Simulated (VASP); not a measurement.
# HfN in VASP: further runs

The runs below take HfN through electric field gradients, with LDA, PBEsol, PBE.

Program: VASP 6.6.1. These are calculated values, not measurements. Logs are shortened: lines on timing, memory, paths and dates and some standing lists are left out, and cuts for length are marked.

## 1. The cell of the first run

Symmetry: Fm-3m, No. 225, cubic system. The conventional cell has a = 4.457 Å, b = 4.457 Å, c = 4.457 Å, α = 90.00°, β = 90.00°, γ = 90.00°. Within 2.9 Å of Hf (site symmetry m-3m) lie 6 N at 2.23 Å. Within 2.9 Å of N (site symmetry m-3m) lie 6 Hf at 2.23 Å.

## 2. Electric field gradients, LDA (functional lda, volume scaled by 0.96)

INCAR

```
SYSTEM = HfN
PREC = Accurate
ENCUT = 520
EDIFF = 1E-8
ISMEAR = -1
SIGMA = 0.03
LREAL = .False.
LASPH = .True.
NELM = 80
ALGO = Normal
ISIF = 2
LWAVE = .False.
LCHARG = .False.
GGA = CA
LEFG = .True.
NBANDS = 14
```

KPOINTS

```
regular mesh
0
Gamma
  10 10 10
  0 0 0
```

POSCAR

```
HfN
1.0
    0.0000000000      2.2284692304      2.2284692304
    2.2284692304      0.0000000000      2.2284692304
    2.2284692304      2.2284692304      0.0000000000
Hf N
1 1
Direct
    0.0000000000      0.0000000000      0.0000000000
    0.5000000000      0.5000000000      0.5000000000
```

Potentials or basis: VASP PAW LDA potentials, release 64 (Hf_pv, N).

The run is started by

```
cat potpaw_LDA.64/Hf_pv/POTCAR potpaw_LDA.64/N/POTCAR > POTCAR
mpirun -np 1 vasp_std > vasp.out
```

OUTCAR:

```text
SYSTEM = HfN
   PREC = Accurate
   ENCUT = 520
   EDIFF = 1E-8
   ISMEAR = -1
   LREAL = .False.
   LASPH = .True.
   NELM = 80
   ISIF = 2
   GGA = CA

 ion  position               nearest neighbor table
   1  0.000  0.000  0.000-   2 2.23   2 2.23   2 2.23   2 2.23   2 2.23   2 2.23
   2  0.500  0.500  0.500-   1 2.23   1 2.23   1 2.23   1 2.23   1 2.23   1 2.23

  LATTYP: Found a face centered cubic cell.
 ALAT       =     4.4569384608

  Lattice vectors:

 A1 = (   0.0000000000,   2.2284692304,   2.2284692304)
 A2 = (   2.2284692304,   0.0000000000,   2.2284692304)
 A3 = (   2.2284692304,   2.2284692304,   0.0000000000)

Analysis of symmetry for initial positions (statically):
=====================================================================
 Subroutine PRICEL returns:
 Original cell was already a primitive cell.

 Routine SETGRP: Setting up the symmetry group for a
 face centered cubic supercell.

 Subroutine GETGRP returns: Found 48 space group operations
 (whereof 48 operations were pure point group operations)
 out of a pool of 48 trial point group operations.

The static configuration has the point symmetry O_h .

Analysis of symmetry for dynamics (positions and initial velocities):
=====================================================================
 Subroutine PRICEL returns:
 Original cell was already a primitive cell.

 Routine SETGRP: Setting up the symmetry group for a
 face centered cubic supercell.

 Subroutine GETGRP returns: Found 48 space group operations
 (whereof 48 operations were pure point group operations)
 out of a pool of 48 trial point group operations.

The dynamic configuration has the point symmetry O_h .

 Subroutine INISYM returns: Found 48 space group operations
 (whereof 48 operations are pure point group operations),
 and found     1 'primitive' translations

----------------------------------------------------------------------------------------

                                     Primitive cell

  volume of cell :      22.1335

  direct lattice vectors                    reciprocal lattice vectors
     0.000000000  2.228469230  2.228469230    -0.224369264  0.224369264  0.224369264
     2.228469230  0.000000000  2.228469230     0.224369264 -0.224369264  0.224369264
     2.228469230  2.228469230  0.000000000     0.224369264  0.224369264 -0.224369264

  length of vectors
     3.151531409  3.151531409  3.151531409     0.388618964  0.388618964  0.388618964

  position of ions in fractional coordinates (direct lattice)
     0.000000000  0.000000000  0.000000000
     0.500000000  0.500000000  0.500000000

  ion indices of the primitive-cell ions
   primitive index   ion index
                 1           1
                 2           2

----------------------------------------------------------------------------------------

 KPOINTS: regular mesh

Automatic generation of k-mesh.
 Grid dimensions read from file:
 generate k-points for:   10   10   10

 Generating k-lattice:

  Cartesian coordinates                     Fractional coordinates (reciprocal lattice)
    -0.022436926  0.022436926  0.022436926     0.100000000  0.000000000  0.000000000
     0.022436926 -0.022436926  0.022436926     0.000000000  0.100000000  0.000000000
     0.022436926  0.022436926 -0.022436926     0.000000000  0.000000000  0.100000000

  Length of vectors
     0.038861896  0.038861896  0.038861896

  Shift w.r.t. Gamma in fractional coordinates (k-lattice)
     0.000000000  0.000000000  0.000000000

 Subroutine IBZKPT returns following result:
 ===========================================

 Found     47 irreducible k-points:

 Following reciprocal coordinates:
            Coordinates               Weight
  0.000000  0.000000  0.000000      1.000000
  0.100000  0.000000  0.000000      8.000000
  0.200000  0.000000  0.000000      8.000000
  0.300000  0.000000  0.000000      8.000000
  0.400000  0.000000  0.000000      8.000000
  0.500000  0.000000  0.000000      4.000000
[... 16 lines left out ...]
  0.300000  0.300000  0.000000      6.000000
  0.400000  0.300000  0.000000     24.000000
 [... further k-points ...]
   k-points           NKPTS =     47   k-points in BZ     NKDIM =     47   number of bands    NBANDS=     14
   number of dos      NEDOS =    301   number of ions     NIONS =      2
   total plane-waves  NPLWV =  13824
   dimension x,y,z NGX =    24 NGY =   24 NGZ =   24
   dimension x,y,z NGXF=    48 NGYF=   48 NGZF=   48
   ions per type =               1   1
   NGX,Y,Z   is equivalent  to a cutoff of  12.66, 12.66, 12.66 a.u.
   NGXF,Y,Z  is equivalent  to a cutoff of  25.32, 25.32, 25.32 a.u.
 SYSTEM =  HfN
   PREC   = accura    normal or accurate (medium, high low for compatibility)
   ISTART =      0    job   : 0-new  1-cont  2-samecut
   ICHARG =      2    charge: 1-file 2-atom 10-const
   ISPIN  =      1    spin polarized calculation?
   LNONCOLLINEAR =      F non collinear calculations
   LSORBIT =      F    spin-orbit coupling
   LASPH  =      T    aspherical Exc in radial PAW
   ENCUT  =  520.0 eV  38.22 Ry    6.18 a.u.   5.86  5.86  5.86*2*pi/ulx,y,z
   NELM   =     80;   NELMIN=  2; NELMDL= -5     # of ELM steps
   EDIFF  = 0.1E-07   stopping-criterion for ELM
   LREAL  =      F    real-space projection
   EDIFFG = 0.1E-06   stopping-criterion for IOM
   NSW    =      0    number of steps for IOM
   IBRION =     -1    ionic relax: 0-MD 1-quasi-New 2-CG
   NFREE  =      0    steps in history (QN), initial steepest desc. (CG)
   ISIF   =      2    stress and relaxation
   ISYM   =      2    0-nonsym 1-usesym 2-fastsym
   POTIM  = 0.5000    time-step for ionic-motion
   TEBEG  =    0.0;   TEEND  =   0.0 temperature during run
   PSTRESS=    0.0 pullay stress
   NELECT =      15.0000    total number of electrons
   NUPDOWN=      -1.0000    fix difference up-down
   EMIN   =  10.00;   EMAX   =-10.00  energy-range for DOS
   EFERMI =   0.00;   METHOD = LEGACY
   ISMEAR =    -1;   SIGMA  =   0.03  broadening in eV -4-tet -1-fermi 0-gaus
   EFERMI_NEDOS =   21; number of points for ismear=-14 and -15
   IALGO  =     38    algorithm
   IMIX   =      4    mixing-type and parameters
     AMIX     =   0.40;   BMIX     =  1.00
     AMIX_MAG =   1.60;   BMIX_MAG =  1.00
  volume/ion in A,a.u.               =      11.07        74.68
  Fermi-wavevector in a.u.,A,eV,Ry     =   1.437988  2.717403 28.134258  2.067810
  Thomas-Fermi vector in A             =   2.557005
   LORBIT       =      0    0 simple, 1 ext, 2 COOP (PROOUT), +10 PAW based schemes
   GGA     = CA    functional components
   LHFCALC =     F    Hartree Fock is set to
   AEXX    =    0.0000 exact exchange contribution
   IVDW    =     0    specifies the selected vdW correction
   LEPSILON=     F    determine dielectric tensor
   LRPA    =     F    only Hartree local field effects (RPA)
 non-spin polarized calculation
  energy-cutoff  :      520.00
  volume of cell :       22.13
 maximum number of plane-waves:       610
   NGX = 11   NGY = 11   NGZ = 11

 number of electron      15.0000000 magnetization

 Free energy of the ion-electron system (eV)
  ---------------------------------------------------
  ext. energy  EPLUGINS =         0.00000000
  ---------------------------------------------------
  free energy    TOTEN  =       -23.86374465 eV

  energy without entropy =      -23.86108737  energy(sigma->0) =      -23.86241601

 E-fermi :   8.5981     XC(G=0): -13.1911

 val. band max:        8.5689016068   @ k =  -0.4000   0.3000   0.0000
 cond. band min:       8.6105126095   @ k =  -0.1000   0.1000   0.0000
 fundamental gap:      0.0416110026
 Fermi energy:         8.5980764176

 k-point     1 :       0.0000    0.0000    0.0000
  band No.  band energies     occupation
      1     -22.1992      2.00000
      2     -22.1992      2.00000
      3     -22.1992      2.00000
      4      -8.9084      2.00000
      5       5.5666      2.00000
      6       5.5666      2.00000
      7       5.5666      2.00000
      8       8.1570      2.00000
      9       8.1570      2.00000
     10       8.1570      2.00000
     11      10.5815      0.00000
     12      10.5815      0.00000
     13      10.9604      0.00000
     14      18.3170      0.00000
[... 375 lines left out ...]
 k-point    24 :       0.4000    0.3000    0.0000
  band No.  band energies     occupation
      1     -23.0003      2.00000
      2     -22.5121      2.00000
      3     -22.4773      2.00000
      4      -7.4113      2.00000
      5       1.9443      2.00000
      6       3.9169      2.00000
      7       4.4472      2.00000
      8       6.0038      2.00000
      9      12.8298      0.00000
     10      13.4274      0.00000
     11      13.5541      0.00000
     12      13.8374      0.00000
     13      18.1894      0.00000
     14      20.0507      0.00000

 [... further k-points ...]
[... 5 lines left out ...]
  --------------------------------------------------------------------------------------
  -------------------------------------------------------------------------------------
  Total        0.1516817      0.1516817      0.1516817     -0.0000000      0.0000000      0.0000000
  in kB       10.9797846     10.9797846     10.9797846     -0.0000000      0.0000000      0.0000000
  external PRESSURE =      10.9797846 kB  Pullay stress =       0.0000000 kB

 VOLUME and BASIS-vectors are now :
 -----------------------------------------------------------------------------
  energy-cutoff  :      520.00
  volume of cell :       22.13
      direct lattice vectors                 reciprocal lattice vectors
     0.000000000  2.228469230  2.228469230    -0.224369264  0.224369264  0.224369264
     2.228469230  0.000000000  2.228469230     0.224369264 -0.224369264  0.224369264
     2.228469230  2.228469230  0.000000000     0.224369264  0.224369264 -0.224369264

 POSITION                                       TOTAL-FORCE (eV/Angst)
 -----------------------------------------------------------------------------------
      0.00000      0.00000      0.00000         0.000000      0.000000      0.000000
      2.22847      2.22847      2.22847         0.000000     -0.000000     -0.000000
 -----------------------------------------------------------------------------------
    total drift:                                0.000000     -0.000000     -0.000000

  FREE ENERGIE OF THE ION-ELECTRON SYSTEM (eV)
  ---------------------------------------------------
  free  energy   TOTEN  =       -23.8637446526 eV

  energy  without entropy=      -23.8610873672  energy(sigma->0) =      -23.86241601

 Electric field gradients (V/A^2)
---------------------------------------------------------------------
 ion       V_xx      V_yy      V_zz      V_xy      V_xz      V_yz
---------------------------------------------------------------------
   1      -0.000    -0.000     0.000    -0.000    -0.000    -0.000
   2      -0.000    -0.000     0.000    -0.001    -0.001    -0.001
---------------------------------------------------------------------

 Electric field gradients after diagonalization (V/A^2)
 (convention: |V_zz| > |V_xx| > |V_yy|)
----------------------------------------------------------------------
 ion       V_xx      V_yy      V_zz     asymmetry (V_yy - V_xx)/ V_zz
----------------------------------------------------------------------
   1       0.000     0.000    -0.001       0.000
   2       0.001     0.001    -0.001       0.000
----------------------------------------------------------------------

           NMR quadrupolar parameters

 Cq : quadrupolar parameter    Cq=e*Q*V_zz/h
 eta: asymmetry parameters     (V_yy - V_xx)/ V_zz
 Q  : nuclear electric quadrupole moment in mb (millibarn)
----------------------------------------------------------------------
 ion       Cq(MHz)       eta       Q (mb)
----------------------------------------------------------------------
   1      -0.000       0.000       1.000
   2      -0.000       0.000       1.000
----------------------------------------------------------------------
```

Run time: 7.3 s. Hardware: 1 thread of Intel Xeon Platinum 8375C at 2.90GHz (Ice Lake), shared host; peak memory 0.14 GiB.

What came out:

* Free energy: -23.8637 eV
* Pressure: 1.1 GPa

Levels at points of the mesh, in eV from the Fermi level:
| k point | band 5 | band 6 | band 7 | band 8 | band 9 | band 10 | band 11 | band 12 |
| --- | --- | --- | --- | --- | --- | --- | --- | --- |
| (0.00, 0.00, 0.00) | -3.03 | -3.03 | -3.03 | -0.44 | -0.44 | -0.44 | 1.98 | 1.98 |
| (0.50, 0.00, 0.00) | -9.11 | -6.39 | -6.39 | 3.44 | 3.85 | 3.85 | 4.75 | 9.29 |
| (0.50, 0.50, 0.00) | -5.30 | -4.04 | -3.65 | -3.65 | 4.24 | 5.79 | 5.79 | 6.14 |

Caveat: without QUAD_EFG the Cq values of the log hold for a quadrupole moment of 1 mb, not for the nuclei; spin-orbit coupling is left out, which moves the levels of the heavy elements.

[end of part 1 of 3]
